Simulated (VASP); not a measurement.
Crystal: CuO.

```
CELL_PARAMETERS angstrom
3.28802 0.00000 0.00000
-1.64401 2.84751 0.00000
0.00000 0.00000 5.38502
ATOMIC_POSITIONS crystal
Cu 0.66667 0.33333 0.00000
Cu 0.33333 0.66667 0.50000
O 0.66667 0.33333 0.62520
O 0.33333 0.66667 0.12520
```

Base run:

- Program: VASP 6.6.1
- Functional: PBE
- Potentials or basis: VASP PAW PBE potentials, release 64 (Cu, O)
- Cutoff: 520 eV
- k mesh: 9 × 9 × 5
- Occupations: fermi-dirac, width 0.05 eV
- Spin: no spin polarisation

Its results: band gap on the k mesh zero (bands 17 and 18 overlap by 1.33 eV); pressure -8.7 GPa; largest force 0.073 eV/Å.

Problem. After a change of settings the same cell gave: band gap on the k mesh zero (bands 17 and 18 overlap by 1.45 eV); pressure -10.2 GPa; largest force 0.025 eV/Å. Which change was it?
A. hubbard terms from none to Cu d U = 6.0 eV
B. functional from PBE to PBEsol; hubbard terms from none to Cu d U = 4.5 eV
C. hubbard terms from none to Cu d U = 1.0 eV
D. k mesh from 9 × 9 × 5 to 3 × 3 × 2; further incar settings from ALGO = Normal; EDIFF = 1e-07; NBANDS = 25 to ALGO = Normal; EDIFF = 1e-06; NBANDS = 25

Solution. A.

Caveats: the cell stands under tension; semilocal functionals often make such compounds metallic where correlation or magnetic order opens a gap, which also shifts bond lengths (at least some runs); U without spin polarisation on a metal has little footing (at least some runs).
